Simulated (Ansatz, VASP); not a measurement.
# Li2TiO2: VASP beside Ansatz

File INCAR:

```
ALGO = Normal ; EDIFF = 1E-6
ENCUT = 520 ; GGA = PE
ISIF = 2 ; ISMEAR = 0
ISPIN = 2 ; LASPH = True
LCHARG = True ; LELF = True
LMAXMIX = 4 ; LORBIT = 11
LREAL = False ; LVHAR = True
LWAVE = False ; MAGMOM = 0 0 1 0 0
NBANDS = 27 ; NELM = 150
PREC = Accurate ; SIGMA = 0.1
```

KPOINTS

```
k-points
0
Gamma
  6 6 6
```

Contents of POSCAR:

```
Li2TiO2
1.0
   -1.7745598900      1.7745598900      4.1224262200
    1.7745598900     -1.7745598900      4.1224262200
    1.7745598900      1.7745598900     -4.1224262200
Li Ti O
2 1 2
Direct
    0.7500000000      0.2500000000      0.5000000000
    0.2500000000      0.7500000000      0.5000000000
    0.0000000000      0.0000000000      0.0000000000
    0.3899999900      0.3899999900      0.0000000000
    0.6100000100      0.6100000100      0.0000000000
```

Input for Ansatz:

```yaml
crystal:
  lattice:
    - [-1.77455989, 1.77455989, 4.12242622]
    - [1.77455989, -1.77455989, 4.12242622]
    - [1.77455989, 1.77455989, -4.12242622]
  atoms:
    - { symbol: Li, position: [0.75, 0.25, 0.5] }
    - { symbol: Li, position: [0.25, 0.75, 0.5] }
    - { symbol: Ti, position: [0.0, 0.0, 0.0], spin: 1.0 }
    - { symbol: O, position: [0.38999999, 0.38999999, 0.0] }
    - { symbol: O, position: [0.61000001, 0.61000001, 0.0] }
basis:
  ecutwfc: 420
kpoints:
  mp_grid: { grid: [6, 6, 6] }
hamiltonian:
  xc: pbe
scf:
  occupations: { method: gaussian, width: 0.1 }
  lower_state_search: "off"
output:
  forces: true
  stress: true
  eigenvalues: true
  populations: true
magnetization:
  spin_polarized: true
```

Change from the starting cell: species swapped into the EuSi2Au2 type (I4/mmm, No. 139).

Alike in both runs: task single point; functional PBE; k mesh 6 × 6 × 6; occupations gaussian, width 0.1 eV; collinear spin.

```csv
,VASP,Ansatz
version,VASP 6.6.1,Ansatz 0.2.0
potentials or method,"VASP PAW PBE potentials, release 64 (Li_sv, Ti_sv, O), cutoff 520 eV","scalar-relativistic, plane waves, PAW"
valence electrons in the cell,30,30
```

|  | VASP | Ansatz | Ansatz less VASP |
| --- | --- | --- | --- |
| gap on the k mesh at the Fermi level (eV) | none | none | - |
| rms of the force components (eV/Å) | 2.311 | 2.311 | +0.0003 |
| net moment per atom (μB) | 0.40 | 0.40 | 0.000 |
| size of the moment on the site where the two differ most (μB) | 1.73 | 1.68 | -0.050 |

Site moments also hang on the region over which each program counts them. Atom by atom the forces differ by 0.000 eV/Å (rms over components). A gap of «none» marks a metal or a gap that the smearing closes.

The k mesh is coarse, so the values compare programs but aren't converged. Noted on VASP's run: the cutoff is under 1.25 times that of the potentials, so the pressure is a little rough.
